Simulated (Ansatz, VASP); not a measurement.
**Two plane-wave programs on MgB2**

```xyz
3
Lattice="3.0850 0.0000 0.0000 -1.5425 2.6717 0.0000 0.0000 0.0000 3.5230" Properties=species:S:1:pos:R:3 pbc="T T T"
Mg   -0.0063   -0.0008    0.0008
B     0.0084    1.7875    1.7661
B     1.5483    0.8860    1.7552
```

Alike in both runs: task single point; functional PBE; k mesh 5 × 5 × 4; no spin polarisation.

|  | VASP | Ansatz |
| --- | --- | --- |
| version | VASP 6.6.1 | Ansatz 0.2.0 |
| potentials or method | VASP PAW PBE potentials, release 64 (Mg, B) | plane waves, PAW |
| plane-wave cutoff (eV) | 600 | 420 |
| occupations | fermi-dirac, width 0.1 eV | fermi-dirac |
| valence electrons in the cell | 8 | 16 |

```csv
,VASP,Ansatz,Ansatz less VASP
rms of the force components (eV/Å),0.081,0.080,-0.0006
```

Atom by atom the forces differ by 0.001 eV/Å (rms over components). VASP's potentials hold 8 valence electrons a cell and Ansatz's 16, so a difference there can come from the potentials and not from the codes.

The k mesh is coarse, so the values compare programs but aren't converged.
